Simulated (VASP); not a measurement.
# Ge (Fd-3m) in VASP: a series of runs

Runs on Ge. Level: PBEsol. Tasks: electric field gradients.

Everything below comes from runs of VASP 6.6.1. Logs are shortened: lines on timing, memory, paths and dates and some standing lists are left out, and cuts for length are marked.

## 1. The cell of the first run

Symmetry: Fd-3m, No. 227, cubic system. Conventional cell: a = 5.695 Å, b = 5.695 Å, c = 5.695 Å, α = 90.00°, β = 90.00°, γ = 90.00°. Within 3.3 Å of Ge (site symmetry -43m) lie 4 Ge at 2.47 Å.

## 2. Electric field gradients, PBEsol (23.09 Å³/atom)

The input, INCAR:

```
PREC     = Accurate       # precision mode
ENCUT    = 520            # plane-wave cutoff, eV
EDIFF    = 1E-8           # SCF threshold, eV
ISMEAR   = -1             # smearing method
SIGMA    = 0.05           # smearing width, eV
LREAL    = False          # projectors in reciprocal space
LASPH    = True           # aspherical terms in the spheres
NELM     = 100            # most SCF steps
ALGO     = Normal         # electronic algorithm
ISIF     = 2              # what is computed and relaxed
LWAVE    = False          # write WAVECAR
LCHARG   = False          # write CHGCAR
GGA      = PS             # functional
LEFG     = True         
NBANDS   = 21             # bands
```

The input, KPOINTS:

```
Automatic mesh
0
Gamma
  11 11 11
```

The input, POSCAR:

```
Ge
1.0
    0.0000000000      2.8475041221      2.8475041221
    2.8475041221      0.0000000000      2.8475041221
    2.8475041221      2.8475041221      0.0000000000
Ge
2
Direct
    0.5000000000      0.5000000000      0.5000000000
    0.7500000000      0.7500000000      0.7500000000
```

Potentials or basis: VASP PAW PBE potentials, release 64 (Ge_d).

The run is started by

```bash
> cat potpaw_PBE.64/Ge_d/POTCAR > POTCAR
> mpirun -np 1 vasp_std > vasp.out
```

OUTCAR:

```text
PREC = Accurate
   ENCUT = 520
   EDIFF = 1E-8
   ISMEAR = -1
   LREAL = False
   LASPH = True
   NELM = 100
   ISIF = 2
   GGA = PS

 ion  position               nearest neighbor table
   1  0.500  0.500  0.500-   2 2.47   2 2.47   2 2.47   2 2.47
   2  0.750  0.750  0.750-   1 2.47   1 2.47   1 2.47   1 2.47

  LATTYP: Found a face centered cubic cell.
 ALAT       =     5.6950082442

  Lattice vectors:

 A1 = (   0.0000000000,   2.8475041221,   2.8475041221)
 A2 = (   2.8475041221,   0.0000000000,   2.8475041221)
 A3 = (   2.8475041221,   2.8475041221,   0.0000000000)

Analysis of symmetry for initial positions (statically):
=====================================================================
 Subroutine PRICEL returns:
 Original cell was already a primitive cell.

 Routine SETGRP: Setting up the symmetry group for a
 face centered cubic supercell.

 Subroutine GETGRP returns: Found 48 space group operations
 (whereof 24 operations were pure point group operations)
 out of a pool of 48 trial point group operations.

The static configuration has the point symmetry T_d .
 The point group associated with its full space group is O_h .

Analysis of symmetry for dynamics (positions and initial velocities):
=====================================================================
 Subroutine PRICEL returns:
 Original cell was already a primitive cell.

 Routine SETGRP: Setting up the symmetry group for a
 face centered cubic supercell.

 Subroutine GETGRP returns: Found 48 space group operations
 (whereof 24 operations were pure point group operations)
 out of a pool of 48 trial point group operations.

The dynamic configuration has the point symmetry T_d .
 The point group associated with its full space group is O_h .

 Subroutine INISYM returns: Found 48 space group operations
 (whereof 24 operations are pure point group operations),
 and found     1 'primitive' translations

----------------------------------------------------------------------------------------

                                     Primitive cell

  volume of cell :      46.1767

  direct lattice vectors                    reciprocal lattice vectors
     0.000000000  2.847504122  2.847504122    -0.175592371  0.175592371  0.175592371
[... 121 lines left out ...]
 NGX is ok and might be reduce to    30
   NGX = 15   NGY = 15   NGZ = 15

 number of electron      28.0000006 magnetization

 Free energy of the ion-electron system (eV)
  ---------------------------------------------------
  ext. energy  EPLUGINS =         0.00000000
  ---------------------------------------------------
  free energy    TOTEN  =        -9.87198792 eV

  energy without entropy =       -9.87129231  energy(sigma->0) =       -9.87164011

 E-fermi :   4.6658     XC(G=0): -10.0358

 val. band max:        4.4878812411   @ k =   0.0000   0.0000   0.0000
 cond. band min:       4.6718817843   @ k =   0.0000   0.0000   0.0000
 fundamental gap:      0.1840005431
 Fermi energy:         4.6657905425

 k-point     1 :       0.0000    0.0000    0.0000
  band No.  band energies     occupation
      1     -20.0644      2.00000
      2     -20.0644      2.00000
      3     -20.0644      2.00000
      4     -20.0294      2.00000
      5     -20.0294      2.00000
      6     -19.8277      2.00000
[... 565 lines left out ...]
     20      14.0755      0.00000
     21      14.3146      0.00000

 [... further k-points ...]

------------------------ aborting loop because EDIFF is reached ----------------------------------------

  FORCE on cell =-STRESS in cart. coord.  units (eV):
  Direction    XX          YY          ZZ          XY          YZ          ZX
  --------------------------------------------------------------------------------------
  -------------------------------------------------------------------------------------
  Total       -0.2129441     -0.2129441     -0.2129441      0.0000000      0.0000000      0.0000000
  in kB       -7.3884455     -7.3884455     -7.3884455      0.0000000      0.0000000      0.0000000
  external PRESSURE =      -7.3884455 kB  Pullay stress =       0.0000000 kB

 VOLUME and BASIS-vectors are now :
 -----------------------------------------------------------------------------
  energy-cutoff  :      520.00
  volume of cell :       46.18
      direct lattice vectors                 reciprocal lattice vectors
     0.000000000  2.847504122  2.847504122    -0.175592371  0.175592371  0.175592371
     2.847504122  0.000000000  2.847504122     0.175592371 -0.175592371  0.175592371
     2.847504122  2.847504122  0.000000000     0.175592371  0.175592371 -0.175592371

 POSITION                                       TOTAL-FORCE (eV/Angst)
 -----------------------------------------------------------------------------------
      2.84750      2.84750      2.84750         0.000000      0.000000      0.000000
      4.27126      4.27126      4.27126        -0.000000     -0.000000     -0.000000
 -----------------------------------------------------------------------------------
    total drift:                                0.000000     -0.000000     -0.000000

  FREE ENERGIE OF THE ION-ELECTRON SYSTEM (eV)
  ---------------------------------------------------
  free  energy   TOTEN  =        -9.8719879164 eV

  energy  without entropy=       -9.8712923095  energy(sigma->0) =       -9.87164011

 Electric field gradients (V/A^2)
---------------------------------------------------------------------
 ion       V_xx      V_yy      V_zz      V_xy      V_xz      V_yz
---------------------------------------------------------------------
   1       0.000    -0.000    -0.000     0.004     0.004     0.004
   2       0.000    -0.000    -0.000     0.004     0.004     0.004
---------------------------------------------------------------------

 Electric field gradients after diagonalization (V/A^2)
 (convention: |V_zz| > |V_xx| > |V_yy|)
----------------------------------------------------------------------
 ion       V_xx      V_yy      V_zz     asymmetry (V_yy - V_xx)/ V_zz
----------------------------------------------------------------------
   1      -0.004    -0.004     0.008       0.000
   2      -0.004    -0.004     0.008       0.000
----------------------------------------------------------------------

           NMR quadrupolar parameters

 Cq : quadrupolar parameter    Cq=e*Q*V_zz/h
 eta: asymmetry parameters     (V_yy - V_xx)/ V_zz
 Q  : nuclear electric quadrupole moment in mb (millibarn)
----------------------------------------------------------------------
 ion       Cq(MHz)       eta       Q (mb)
----------------------------------------------------------------------
   1       0.000       0.000       1.000
   2       0.000       0.000       1.000
----------------------------------------------------------------------
```

OSZICAR:

```text
N       E                     dE             d eps       ncg     rms          rms(c)
DAV:   1     0.191545763413E+03    0.19155E+03   -0.14611E+04  2660   0.361E+03
DAV:   2     0.184035578272E+02   -0.17314E+03   -0.16771E+03  2367   0.611E+02
DAV:   3    -0.905202626782E+01   -0.27456E+02   -0.27257E+02  2727   0.145E+02
DAV:   4    -0.999972641963E+01   -0.94770E+00   -0.94723E+00  2667   0.314E+01
DAV:   5    -0.100156835492E+02   -0.15957E-01   -0.15957E-01  2677   0.452E+00    0.317E+00
DAV:   6    -0.991782664416E+01    0.97857E-01   -0.35010E-02  3169   0.228E+00    0.181E+00
DAV:   7    -0.987090693118E+01    0.46920E-01   -0.56169E-02  2595   0.240E+00    0.155E-01
DAV:   8    -0.987186388135E+01   -0.95695E-03   -0.65114E-03  2688   0.113E+00    0.501E-02
DAV:   9    -0.987197109832E+01   -0.10722E-03   -0.23459E-04  2750   0.218E-01    0.112E-02
DAV:  10    -0.987198731786E+01   -0.16220E-04   -0.21718E-05  2873   0.374E-02    0.545E-03
DAV:  11    -0.987198837471E+01   -0.10569E-05   -0.53912E-06  3220   0.373E-02    0.154E-03
DAV:  12    -0.987198796077E+01    0.41394E-06   -0.96396E-07  3180   0.190E-02    0.292E-04
DAV:  13    -0.987198793421E+01    0.26554E-07   -0.20697E-08  2248   0.142E-03    0.124E-04
DAV:  14    -0.987198791439E+01    0.19827E-07   -0.43914E-09  1596   0.121E-03    0.308E-05
DAV:  15    -0.987198791645E+01   -0.20600E-08   -0.77412E-10  1371   0.397E-04
   1 F= -.98719879E+01 E0= -.98716401E+01  d E =-.695607E-03
```

stdout:

```text
POSCAR found type information on POSCAR Ge
 POSCAR found :  1 types and       2 ions
 scaLAPACK will be used
 -----------------------------------------------------------------------------
|                                                                             |
|                                                                             |
|     You enforced a specific xc type in the INCAR file but a different       |
|     I HOPE YOU KNOW WHAT YOU ARE DOING!                                     |
|                                                                             |
 -----------------------------------------------------------------------------

 LDA part: xc-table for (Slater+PW92), standard interpolation
 POSCAR, INCAR and KPOINTS ok, starting setup
 FFT: planning ... GRIDC
 FFT: planning ... GRID_SOFT
 FFT: planning ... GRID
 WAVECAR not read
 entering main loop
ion   1

ion   2
```

Wall time 54 s (1 thread of Intel Xeon Platinum 8259CL at 2.50GHz (Skylake/Cascade Lake), shared host); peak memory 0.19 GiB.

What came out:

| Item | Value |
| --- | --- |
| Free energy | -9.8720 eV |
| Pressure | -0.7 GPa |
| Band gap on the k mesh | zero (filled and empty bands touch) |
| Largest electric field gradient by atom | zero within the noise of the run |

Caveat: semilocal functionals underestimate gaps, so a narrow gap can read as zero; the PAW data sets were made with another functional, which shifts forces and pressure a little.

## 3. Electric field gradients, PBEsol (23.09 Å³/atom)

The input, INCAR:

```
SYSTEM = Ge
PREC     = Accurate       ! precision mode
ENCUT    = 520            ! plane-wave cutoff, eV
EDIFF    = 1E-8           ! SCF threshold, eV
ISMEAR   = -1             ! smearing method
SIGMA    = 0.05           ! smearing width, eV
LREAL    = .False.        ! projectors in reciprocal space
LASPH    = .True.         ! aspherical terms in the spheres
NELM     = 60             ! most SCF steps
ALGO     = Normal         ! electronic algorithm
ISIF     = 2              ! what is computed and relaxed
LWAVE    = .False.        ! write WAVECAR
LCHARG   = .False.        ! write CHGCAR
GGA      = PS             ! functional
LEFG     = .True.       
NBANDS   = 21             ! bands
```

The input, KPOINTS:

```
Automatic mesh
0
Gamma
  11 11 11
  0 0 0
```

POSCAR is that of step 2.

Potentials or basis: VASP PAW PBE potentials, release 64 (Ge_d).

The run is started by

```bash
> cat potpaw_PBE.64/Ge_d/POTCAR > POTCAR
> mpirun -np 1 vasp_std > vasp.out
```

OUTCAR:

```text
SYSTEM = Ge
   PREC = Accurate
   ENCUT = 520
   EDIFF = 1E-8
   ISMEAR = -1
   LREAL = .False.
   LASPH = .True.
   NELM = 60
   ISIF = 2
   GGA = PS

 ion  position               nearest neighbor table
   1  0.500  0.500  0.500-   2 2.47   2 2.47   2 2.47   2 2.47
   2  0.750  0.750  0.750-   1 2.47   1 2.47   1 2.47   1 2.47

  LATTYP: Found a face centered cubic cell.
 ALAT       =     5.6950082442

  Lattice vectors:

 A1 = (   0.0000000000,   2.8475041221,   2.8475041221)
 A2 = (   2.8475041221,   0.0000000000,   2.8475041221)
 A3 = (   2.8475041221,   2.8475041221,   0.0000000000)

Analysis of symmetry for initial positions (statically):
=====================================================================
 Subroutine PRICEL returns:
 Original cell was already a primitive cell.

 Routine SETGRP: Setting up the symmetry group for a
 face centered cubic supercell.

 Subroutine GETGRP returns: Found 48 space group operations
[... 765 lines left out ...]
  volume of cell :       46.18
      direct lattice vectors                 reciprocal lattice vectors
     0.000000000  2.847504122  2.847504122    -0.175592371  0.175592371  0.175592371
     2.847504122  0.000000000  2.847504122     0.175592371 -0.175592371  0.175592371
     2.847504122  2.847504122  0.000000000     0.175592371  0.175592371 -0.175592371

 POSITION                                       TOTAL-FORCE (eV/Angst)
 -----------------------------------------------------------------------------------
      2.84750      2.84750      2.84750         0.000000      0.000000      0.000000
      4.27126      4.27126      4.27126        -0.000000     -0.000000     -0.000000
 -----------------------------------------------------------------------------------
    total drift:                                0.000000     -0.000000     -0.000000

  FREE ENERGIE OF THE ION-ELECTRON SYSTEM (eV)
  ---------------------------------------------------
  free  energy   TOTEN  =        -9.8719879164 eV

  energy  without entropy=       -9.8712923095  energy(sigma->0) =       -9.87164011

 Electric field gradients (V/A^2)
---------------------------------------------------------------------
 ion       V_xx      V_yy      V_zz      V_xy      V_xz      V_yz
---------------------------------------------------------------------
   1       0.000    -0.000    -0.000     0.004     0.004     0.004
   2       0.000    -0.000    -0.000     0.004     0.004     0.004
---------------------------------------------------------------------

 Electric field gradients after diagonalization (V/A^2)
 (convention: |V_zz| > |V_xx| > |V_yy|)
----------------------------------------------------------------------
 ion       V_xx      V_yy      V_zz     asymmetry (V_yy - V_xx)/ V_zz
----------------------------------------------------------------------
   1      -0.004    -0.004     0.008       0.000
   2      -0.004    -0.004     0.008       0.000
----------------------------------------------------------------------

           NMR quadrupolar parameters

 Cq : quadrupolar parameter    Cq=e*Q*V_zz/h
 eta: asymmetry parameters     (V_yy - V_xx)/ V_zz
 Q  : nuclear electric quadrupole moment in mb (millibarn)
----------------------------------------------------------------------
 ion       Cq(MHz)       eta       Q (mb)
----------------------------------------------------------------------
   1       0.000       0.000       1.000
   2       0.000       0.000       1.000
----------------------------------------------------------------------
```

stdout:

```text
POSCAR found type information on POSCAR Ge
 POSCAR found :  1 types and       2 ions
 scaLAPACK will be used
 -----------------------------------------------------------------------------
|                                                                             |
|                                                                             |
|     You enforced a specific xc type in the INCAR file but a different       |
|     I HOPE YOU KNOW WHAT YOU ARE DOING!                                     |
|                                                                             |
 -----------------------------------------------------------------------------

 LDA part: xc-table for (Slater+PW92), standard interpolation
 POSCAR, INCAR and KPOINTS ok, starting setup
 FFT: planning ... GRIDC
 FFT: planning ... GRID_SOFT
 FFT: planning ... GRID
 WAVECAR not read
 entering main loop
ion   1

ion   2
```

Run time: 50 s. Hardware: 1 thread of Intel Xeon Platinum 8259CL at 2.50GHz (Skylake/Cascade Lake), shared host; peak memory 0.19 GiB.

What came out:

* Free energy: -9.8720 eV
* Pressure: -0.7 GPa
* Band gap on the k mesh: zero (filled and empty bands touch)
* Largest electric field gradient by atom: zero within the noise of the run

Caveat: semilocal functionals underestimate gaps, so a narrow gap can read as zero; the PAW data sets were made with another functional, which shifts forces and pressure a little.

[end of part 1 of 2]
